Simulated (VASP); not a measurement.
A run of VASP 6.6.1 is set up as follows.

Contents of INCAR:

```
PREC     = Accurate       # precision mode
ENCUT    = 400            # plane-wave cutoff, eV
EDIFF    = 1E-6           # SCF threshold, eV
ISMEAR   = 0              # smearing method
SIGMA    = 0.05           # smearing width, eV
LREAL    = False          # projectors in reciprocal space
LASPH    = True           # aspherical terms in the spheres
NELM     = 120            # most SCF steps
ALGO     = Normal         # electronic algorithm
ISIF     = 2              # what is computed and relaxed
LWAVE    = False          # write WAVECAR
LCHARG   = True           # write CHGCAR
LELF     = True           # ELF
LVHAR    = True         
NBANDS   = 20             # bands
GGA_COMPAT= False
```

Contents of KPOINTS:

```
Automatic mesh
0
Gamma
  2 2 2
  0.5 0.5 0.5
```

File POSCAR:

```
Al
1.0
    0.0000000000      4.0496100000      4.0496100000
    4.0496100000      0.0000000000      4.0496100000
    4.0496100000      4.0496100000      0.0000000000
Al
7
Direct
    0.0000000000      0.0000000000      0.0833332099
    0.0000000000      0.5000000000      0.0000000000
    0.0000000000      0.5000000000      0.5000000000
    0.5000000000      0.0000000000      0.0000000000
    0.5000000000      0.0000000000      0.5000000000
    0.5000000000      0.5000000000      0.0000000000
    0.5000000000      0.5000000000      0.5000000000
```

Potentials or basis: VASP PAW LDA potentials, release 64 (Al).

Launch:

```console
$ cat potpaw_LDA.64/Al/POTCAR > POTCAR
$ mpirun -np 1 vasp_std > vasp.out
```

Problem. Predict the pressure.

Solution. -4.6 GPa.

Problem. Estimate the largest force.

Solution. 0.604 eV/Å.

Stress tensor (GPa, compression positive):
```
-5.31  0.47  0.00
 0.47 -5.31  0.00
 0.00  0.00 -3.07
```

Caveat: the k points lie up to 0.67 Å⁻¹ apart.
